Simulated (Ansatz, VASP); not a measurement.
# One calculation of Cu3N, two programs

The input INCAR:

```
PREC = Accurate
ENCUT = 600
EDIFF = 1E-6
ISMEAR = 0
SIGMA = 0.05
LREAL = F
LASPH = T
NELM = 120
ALGO = Normal
ISIF = 2
LWAVE = F
LCHARG = T
GGA = RP
LELF = T
LVHAR = T
NBANDS = 27
GGA_COMPAT = F
```

The input KPOINTS:

```
Automatic mesh
0
Gamma
  8 8 8
```

The input POSCAR:

```
Cu3N
1.0
    3.8962208443      0.0000000000      0.0000000000
    0.0000000000      3.8962208443      0.0000000000
    0.0000000000      0.0000000000      3.8962208443
Cu N
3 1
Direct
    0.5000000000      0.0000000000      0.0000000000
    0.0000000000      0.5000000000      0.0000000000
    0.0000000000      0.0000000000      0.5000000000
    0.0000000000      0.0000000000      0.0000000000
```

Input for Ansatz:

```yaml
crystal:
  lattice:
    - [3.8962208443, 0.0, 0.0]
    - [0.0, 3.8962208443, 0.0]
    - [0.0, 0.0, 3.8962208443]
  atoms:
    - { symbol: Cu, position: [0.5, 0.0, 0.0] }
    - { symbol: Cu, position: [0.0, 0.5, 0.0] }
    - { symbol: Cu, position: [0.0, 0.0, 0.5] }
    - { symbol: "N", position: [0.0, 0.0, 0.0] }
basis:
  ecutwfc: 420
  ecutrho_ratio: 4
kpoints:
  mp_grid: { grid: [8, 8, 8] }
hamiltonian:
  xc: rpbe
scf:
  occupations: { method: gaussian, width: 0.05 }
output:
  forces: true
  stress: true
  eigenvalues: true
```

Alike in both runs: task single point; functional RPBE; k mesh 8 × 8 × 8; occupations gaussian, width 0.05 eV; no spin polarisation.

```csv
,VASP,Ansatz
version,VASP 6.6.1,Ansatz 0.2.0
potentials or method,"VASP PAW PBE potentials, release 64 (Cu, N), cutoff 600 eV","scalar-relativistic, plane waves, PAW"
valence electrons in the cell,38,62
```

Ansatz gave:

```
gap on the k mesh at the Fermi level (eV) : 0.40
least direct gap on the mesh (eV)         : 0.91
pressure (GPa)                            : -2.0
```

Q: What did VASP give for the same quantities?

A: gap on the k mesh at the Fermi level (eV): 0.42; least direct gap on the mesh (eV): 0.93; pressure (GPa): -1.5.

VASP's potentials were made for PBE, not for RPBE. The functional is the same, so the differences come from potentials, cutoffs and numerics. VASP's potentials hold 38 valence electrons a cell and Ansatz's 62, so a difference there can come from the potentials and not from the codes.
